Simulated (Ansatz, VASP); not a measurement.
**CdS in VASP and in Ansatz**

```
Cd S
1.0
     4.16884    0.00000    0.00000
    -2.08442    3.61032    0.00000
     0.00000    0.00000    6.77962
Cd S
2 2
Direct
  0.66667 0.33333 0.50022
  0.33333 0.66667 0.00022
  0.66667 0.33333 0.87678
  0.33333 0.66667 0.37678
```

Alike in both runs: task relaxation of cell and atoms; functional PBE; k mesh 9 × 9 × 4; occupations gaussian, width 0.02 eV; no spin polarisation.

|  | VASP | Ansatz |
| --- | --- | --- |
| version | VASP 6.6.1 | Ansatz 0.2.0 |
| potentials or method | VASP PAW PBE potentials, release 64 (Cd, S), cutoff 600 eV | scalar-relativistic, plane waves, PAW |
| valence electrons in the cell | 36 | 52 |

Ansatz gave:

```
gap on the k mesh at the Fermi level, each at its own relaxed structure (eV) : 1.11
relaxed volume (Å³/atom)                                                     : 26.04
relaxed cell length with the largest relative difference (Å)                 : 6.829
```

**Question.** Estimate VASP's values.

**Answer.** gap on the k mesh at the Fermi level, each at its own relaxed structure (eV): 1.10; relaxed volume (Å³/atom): 26.16; relaxed cell length with the largest relative difference (Å): 6.840.

VASP's potentials hold 36 valence electrons a cell and Ansatz's 52, so a difference there can come from the potentials and not from the codes.
